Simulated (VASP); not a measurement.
Crystal: Li2SiN3.

```
Li Si N
1.0
     4.02420    0.00000    0.00000
    -2.01210    3.48506    0.00000
     0.00000    0.00000    4.89856
Li Si N
2 1 3
Direct
  0.33333 0.66667 0.00000
  0.66667 0.33333 0.00000
  0.00000 0.00000 0.50000
  0.33333 0.66667 0.50000
  0.66667 0.33333 0.50000
  0.00000 0.00000 0.00000
```

The cell was generated, and may not be a known phase.

| Property | Result |
| --- | --- |
| Program | VASP 6.6.1 |
| Task | relaxation of cell and atoms |
| Functional | PBE |
| Potentials or basis | VASP PAW PBE potentials, release 64 (Li_sv, Si, N) |
| Cutoff | 600 eV |
| k mesh | 6 × 6 × 4 |
| Occupations | gaussian, width 0.1 eV |
| Spin | collinear spin, ferromagnetic start |
| Starting moments | [0.0, 0.0, 0.0, 1.0, 1.0, 1.0] μB |

At the start: pressure -24.1 GPa; volume 11.45 Å³/atom.

Q: Where does the relaxation end?

A: Over 10 steps the energy falls by 496.8 meV/atom and the volume is 7.67 Å³/atom (-33.0 %); space group P6/mmm (No. 191, to 0.1 Å) before and after; moment 0.00 μB per cell.

The path:
```tsv
step	energy change (eV)	largest force (eV/Å)	pressure (GPa)	volume (Å³)
1	0.0000	0.0000	-24.06	68.70
2	-2.1106	0.0000	-14.25	52.98
3	-2.5031	0.0000	-2.00	47.03
4	-2.5162	0.0000	2.90	45.58
5	-2.8692	0.0000	8.14	43.71
6	-2.8817	0.0000	10.31	43.30
7	-2.9774	0.0000	-1.87	46.52
8	-2.9795	0.0000	-0.45	46.07
9	-2.9794	0.0000	-0.62	46.12
10	-2.9808	0.0000	-0.14	46.04
```

Final structure:
```
Li Si N
1.0
     3.73206    0.00000    0.00000
    -1.86603    3.23206    0.00000
     0.00000    0.00000    3.81691
Li Si N
2 1 3
Direct
  0.33333 0.66667 0.00000
  0.66667 0.33333 0.00000
  0.00000 0.00000 0.50000
  0.33333 0.66667 0.50000
  0.66667 0.33333 0.50000
  0.00000 0.00000 0.00000
```

Caveat: the cutoff is under 1.25 times the usual one of these potentials, so pressure, stress and relaxed cells hold a basis-set (Pulay) error; the volume moved by over 15 % at a fixed basis, so the end points are rough.
